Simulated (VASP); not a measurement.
Here is a VASP 6.6.1 calculation.

The input INCAR:

```
PREC = Accurate ; ENCUT = 520
EDIFF = 1E-7 ; ISMEAR = -1
SIGMA = 0.08 ; LREAL = False
LASPH = True ; NELM = 60
ALGO = Normal ; ISIF = 2
LWAVE = False ; LCHARG = False
GGA = PS ; NBANDS = 19
```

Contents of KPOINTS:

```
Automatic mesh
0
Gamma
  13 13 7
```

Contents of POSCAR:

```
Zr
1.0
    3.2587101630      0.0000000000      0.0000000000
   -1.6293550814      2.8221257846      0.0000000000
    0.0000000000      0.0000000000      5.1895391192
Zr
2
Direct
    0.3333333333      0.6666666667      0.2500000000
    0.6666666667      0.3333333333      0.7500000000
```

Potentials or basis: VASP PAW PBE potentials, release 64 (Zr_sv).

Run with:

```bash
$ cat potpaw_PBE.64/Zr_sv/POTCAR > POTCAR
$ mpirun -np 1 vasp_std > vasp.out
```

Question: What does it give for the pressure?

Answer: -5.3 GPa.

Question: Predict the band gap on the k mesh.

Answer: Zero (band 12 reaches 9.45 eV, above the bottom of band 13 at 8.36 eV).

Stress tensor (GPa, compression positive):
```
-5.47  0.00  0.00
 0.00 -5.47  0.00
 0.00  0.00 -5.01
```

Caveat: the PAW data sets were made with another functional, which shifts forces and pressure a little.
